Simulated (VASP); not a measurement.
Here is a VASP 6.6.1 calculation.

File INCAR:

```
PREC     = Accurate       # precision mode
ENCUT    = 520            # plane-wave cutoff, eV
EDIFF    = 1E-6           # SCF threshold, eV
ISMEAR   = -1             # smearing method
SIGMA    = 0.1            # smearing width, eV
LREAL    = Auto         
LASPH    = True           # aspherical terms in the spheres
NELM     = 100            # most SCF steps
ALGO     = Normal         # electronic algorithm
ISIF     = 2              # what is computed and relaxed
LWAVE    = False          # write WAVECAR
LCHARG   = False          # write CHGCAR
GGA      = PE             # functional
NBANDS   = 82             # bands
```

The input KPOINTS:

```
Automatic mesh
0
Gamma
  2 5 4
```

POSCAR

```
NaV2F5
1.0
   12.2130010000     -0.1505220000     -0.2869060000
   -0.0481620000      3.7799350000      0.0803370000
   -0.1189650000      0.1041100000      4.9119090000
F Na V
10 2 4
Direct
    0.2603130000      0.2603950000      0.9984640000
    0.7524970000      0.7195540000      0.0053530000
    0.9378350000      0.2699240000      0.0170010000
    0.5637860000      0.2524790000      0.0104390000
    0.4254030000      0.7266100000      0.9565100000
    0.0715910000      0.7475590000      0.9559780000
    0.1207820000      0.2684530000      0.4685850000
    0.3779220000      0.2399520000      0.4628040000
    0.6051660000      0.7731540000      0.5418280000
    0.8865310000      0.7204870000      0.5658950000
    0.7611400000      0.2220170000      0.3822450000
    0.2511170000      0.7597040000      0.6336160000
    0.0950470000      0.2342920000      0.1212640000
    0.4031620000      0.2656440000      0.1496030000
    0.5987700000      0.7783770000      0.8679240000
    0.9260780000      0.7490180000      0.9344440000
```

Potentials or basis: VASP PAW PBE potentials, release 64 (F, Na_pv, V_sv).

Command:

```sh
$ cat potpaw_PBE.64/F/POTCAR potpaw_PBE.64/Na_pv/POTCAR potpaw_PBE.64/V_sv/POTCAR > POTCAR
$ mpirun -np 1 vasp_std > vasp.out
```

(1) Predict the largest force.

(2) Estimate the band gap on the k mesh.

Results:

(1) 9.791 eV/Å.

(2) zero (bands 68 and 69 overlap by 0.06 eV).

Caveat: the run has no spin polarisation, though such a crystal can be magnetic; semilocal functionals often make such compounds metallic where correlation or magnetic order opens a gap, which also shifts bond lengths; forces of over 1 eV/Å act on the atoms, so gaps and moduli don't describe the material at rest.
